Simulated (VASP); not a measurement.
# Ni (Fm-3m) in VASP: single point with PBE+U

Aim: the single point of Ni with PBE+U.

Program: VASP 6.6.1. These are calculated values, not measurements. Logs are shortened: lines on timing, memory, paths and dates and some standing lists are left out, and cuts for length are marked.

**1. The cell of the first run**

The structure is cubic, space group Fm-3m (No. 225). Conventional cell: a = 3.546 Å, b = 3.546 Å, c = 3.546 Å, α = 90.00°, β = 90.00°, γ = 90.00°. Within 3.3 Å of Ni (site symmetry m-3m) lie 12 Ni at 2.51 Å.

**2. Single point, PBE+U, collinear spin, ferromagnetic start**

INCAR

```
SYSTEM = Ni
PREC = Accurate
ENCUT = 600
EDIFF = 1E-6
ISMEAR = -1
SIGMA = 0.1
LREAL = .FALSE.
LASPH = .TRUE.
NELM = 200
ALGO = Normal
ISIF = 2
LWAVE = .FALSE.
LCHARG = .FALSE.
ISPIN = 2
MAGMOM = 2 2
LORBIT = 11
LMAXMIX = 4
LDAU = .TRUE.
LDAUTYPE = 2
LDAUL = 2
LDAUU = 6.2
LDAUJ = 0
LDAUPRINT = 1
GGA = PE
NBANDS = 21
GGA_COMPAT = .FALSE.
```

KPOINTS

```
Automatic mesh
0
G
  12 12 12
  0 0 0
```

POSCAR

```
Ni
1.0
    3.5456000000      1.7728000000      1.7728000000
    1.7728000000      3.5456000000      1.7728000000
    1.7728000000      1.7728000000      3.5456000000
Ni
2
Direct
    0.0000000000      0.0000000000      0.0000000000
    0.5000000000      0.5000000000      0.5000000000
```

Potentials or basis: VASP PAW PBE potentials, release 64 (Ni).

Run with:

```sh
cat potpaw_PBE.64/Ni/POTCAR > POTCAR
mpirun -np 1 vasp_std > vasp.out
```

OUTCAR:

```text
SYSTEM = Ni
   PREC = Accurate
   ENCUT = 600
   EDIFF = 1E-6
   ISMEAR = -1
   LREAL = .FALSE.
   LASPH = .TRUE.
   NELM = 200
   ISIF = 2
   ISPIN = 2
   LORBIT = 11
   GGA = PE

 ion  position               nearest neighbor table
   1  0.000  0.000  0.000-   2 2.51   2 2.51   2 2.51   2 2.51   2 2.51   2 2.51
   2  0.500  0.500  0.500-   1 2.51   1 2.51   1 2.51   1 2.51   1 2.51   1 2.51

  LATTYP: Found a trigonal (rhomboedric) cell.
 ALAT       =     4.3424554160
 COS(alpha) =     0.8333333333

  Lattice vectors:

 A1 = (   3.5456000000,   1.7728000000,   1.7728000000)
 A2 = (   1.7728000000,   3.5456000000,   1.7728000000)
 A3 = (   1.7728000000,   1.7728000000,   3.5456000000)

Analysis of symmetry for initial positions (statically):
=====================================================================
 Subroutine PRICEL returns following result:

  LATTYP: Found a face centered cubic cell.
 ALAT       =     3.5456000000
[... 12 lines left out ...]
 Subroutine GETGRP returns: Found 12 space group operations
 (whereof 12 operations were pure point group operations)
 out of a pool of 12 trial point group operations.

The static configuration has the point symmetry D_3d.

Analysis of symmetry for dynamics (positions and initial velocities):
=====================================================================
 Subroutine PRICEL returns following result:

  LATTYP: Found a face centered cubic cell.
 ALAT       =     3.5456000000
[... 12 lines left out ...]
 Subroutine GETGRP returns: Found 12 space group operations
 (whereof 12 operations were pure point group operations)
 out of a pool of 12 trial point group operations.

The dynamic configuration has the point symmetry D_3d.

Analysis of structural, dynamic, and magnetic symmetry:
=====================================================================
 Subroutine PRICEL returns following result:

  LATTYP: Found a face centered cubic cell.
 ALAT       =     3.5456000000
[... 12 lines left out ...]
 Subroutine GETGRP returns: Found 12 space group operations
 (whereof 12 operations were pure point group operations)
[... 195 lines left out ...]

  o =  0.6620  v =  0.0000  0.0000  0.0000  0.0000  0.0000 -0.5774 -0.5774  0.0000 -0.5774 -0.0000      0.0000  0.0000  0.0000  0.0000  0.0000  0.0000  0.0000  0.0000  0.0000  0.0000
  o =  0.6632  v =  0.0000  0.0000  0.0000  0.0000  0.0000  0.8137 -0.3484 -0.0072 -0.4653 -0.0006      0.0000  0.0000  0.0000  0.0000  0.0000  0.0000  0.0000  0.0000  0.0000  0.0000
  o =  0.6632  v =  0.0000  0.0000  0.0000  0.0000  0.0000  0.0675 -0.7384 -0.0006  0.6709  0.0072      0.0000  0.0000  0.0000  0.0000  0.0000  0.0000  0.0000  0.0000  0.0000  0.0000
  o =  0.9273  v =  0.0000  0.0000  0.0000  0.0000  0.0000  0.0000  0.0051 -0.0000 -0.0051  1.0000      0.0000  0.0000  0.0000  0.0000  0.0000  0.0000  0.0000  0.0000  0.0000  0.0000
  o =  0.9273  v =  0.0000  0.0000  0.0000  0.0000  0.0000 -0.0059  0.0030 -1.0000  0.0030 -0.0000      0.0000  0.0000  0.0000  0.0000  0.0000  0.0000  0.0000  0.0000  0.0000  0.0000
  o =  0.9432  v =  0.2860 -0.7956  0.0568  0.5096 -0.1496  0.0000  0.0000  0.0000  0.0000  0.0000      0.0000  0.0000  0.0000  0.0000  0.0000  0.0000  0.0000  0.0000  0.0000  0.0000
  o =  0.9432  v =  0.7535 -0.1291  0.1496 -0.6245  0.0568  0.0000  0.0000  0.0000  0.0000  0.0000      0.0000  0.0000  0.0000  0.0000  0.0000  0.0000  0.0000  0.0000  0.0000  0.0000
  o =  0.9434  v =  0.5774  0.5774  0.0000  0.5774 -0.0000  0.0000  0.0000  0.0000  0.0000  0.0000      0.0000  0.0000  0.0000  0.0000  0.0000  0.0000  0.0000  0.0000  0.0000  0.0000
  o =  0.9483  v = -0.1306  0.0653  0.9871  0.0653 -0.0000  0.0000  0.0000  0.0000  0.0000  0.0000      0.0000  0.0000  0.0000  0.0000  0.0000  0.0000  0.0000  0.0000  0.0000  0.0000
  o =  0.9483  v = -0.0000 -0.1131  0.0000  0.1131  0.9871  0.0000  0.0000  0.0000  0.0000  0.0000      0.0000  0.0000  0.0000  0.0000  0.0000  0.0000  0.0000  0.0000  0.0000  0.0000

 number of electron      20.0000006 magnetization       1.5321547

 Free energy of the ion-electron system (eV)
  ---------------------------------------------------
  ext. energy  EPLUGINS =         0.00000000
  ---------------------------------------------------
  free energy    TOTEN  =        -3.57736117 eV

  energy without entropy =       -3.50645080  energy(sigma->0) =       -3.54190598

 E-fermi :   8.4989     XC(G=0): -13.0028

 val. band max:        8.4957963217   @ k =   0.5000   0.2500  -0.0000
 cond. band min:       8.4994640897   @ k =   0.5000   0.5000   0.2500
 fundamental gap:      0.0036677680
 Fermi energy:         8.4988908914

 spin component 1

 k-point     1 :       0.0000    0.0000    0.0000
  band No.  band energies     occupation
      1       0.2949      1.00000
      2       2.4973      1.00000
      3       4.3344      1.00000
      4       4.3389      1.00000
      5       4.3389      1.00000
      6       4.4634      1.00000
[... 1145 lines left out ...]
     20      35.1518      0.00000
     21      37.4097      0.00000

 [... further k-points ...]
[... 5 lines left out ...]
  --------------------------------------------------------------------------------------
  -------------------------------------------------------------------------------------
  Total       -1.6672428     -1.6672428     -1.6672428      0.0257538      0.0257538      0.0257538
  in kB     -119.8588763   -119.8588763   -119.8588763      1.8514521      1.8514521      1.8514521
  external PRESSURE =    -119.8588763 kB  Pullay stress =       0.0000000 kB

 VOLUME and BASIS-vectors are now :
 -----------------------------------------------------------------------------
  energy-cutoff  :      600.00
  volume of cell :       22.29
      direct lattice vectors                 reciprocal lattice vectors
     3.545600000  1.772800000  1.772800000     0.423059567 -0.141019856 -0.141019856
     1.772800000  3.545600000  1.772800000    -0.141019856  0.423059567 -0.141019856
     1.772800000  1.772800000  3.545600000    -0.141019856 -0.141019856  0.423059567

 POSITION                                       TOTAL-FORCE (eV/Angst)
 -----------------------------------------------------------------------------------
      0.00000      0.00000      0.00000         0.000000      0.000000      0.000000
      3.54560      3.54560      3.54560        -0.000000     -0.000000     -0.000000
 -----------------------------------------------------------------------------------
    total drift:                                0.000000      0.000000      0.000000

  FREE ENERGIE OF THE ION-ELECTRON SYSTEM (eV)
  ---------------------------------------------------
  free  energy   TOTEN  =        -3.5773611658 eV

  energy  without entropy=       -3.5064507957  energy(sigma->0) =       -3.54190598

 total charge

# of ion       s       p       d       tot
------------------------------------------
    1        0.467   0.407   8.539   9.413
    2        0.467   0.407   8.539   9.413
--------------------------------------------------
tot          0.935   0.813  17.078  18.826

 magnetization (x)

# of ion       s       p       d       tot
------------------------------------------
    1       -0.017  -0.052   0.885   0.816
    2       -0.017  -0.052   0.885   0.816
--------------------------------------------------
tot         -0.034  -0.103   1.770   1.632
```

stdout:

```text
POSCAR found type information on POSCAR Ni
 POSCAR found :  1 types and       2 ions
 scaLAPACK will be used
 LDA part: xc-table for (Slater+PW92), standard interpolation
 POSCAR, INCAR and KPOINTS ok, starting setup
 FFT: planning ... GRIDC
 FFT: planning ... GRID_SOFT
 FFT: planning ... GRID
 WAVECAR not read
 entering main loop
```

Wall time 5.5 min (1 thread of Oxide Virtual Turin-like, shared host); peak memory 0.31 GiB.

Results:

```
Free energy                                           : -3.5774 eV
Pressure                                              : -12.0 GPa
Net moment                                            : 1.53 μB per cell
Site moments                                          : Ni +0.82 μB
Valence electrons inside the program's atomic spheres : Ni 9.41
```

Stress tensor (GPa, compression positive):
```
-11.99   0.19   0.19
  0.19 -11.99   0.19
  0.19   0.19 -11.99
```

Eigenvalues of the final occupation matrices:
```
    site  spin  trace               eigenvalues
site 1 d     1   4.73  0.94 0.94 0.94 0.95 0.95
site 1 d     2   3.84  0.66 0.66 0.66 0.93 0.93
site 2 d     1   4.73  0.94 0.94 0.94 0.95 0.95
site 2 d     2   3.84  0.66 0.66 0.66 0.93 0.93
```

Caveat: the cell stands under tension; the U is typed as a test and isn't derived for this compound.
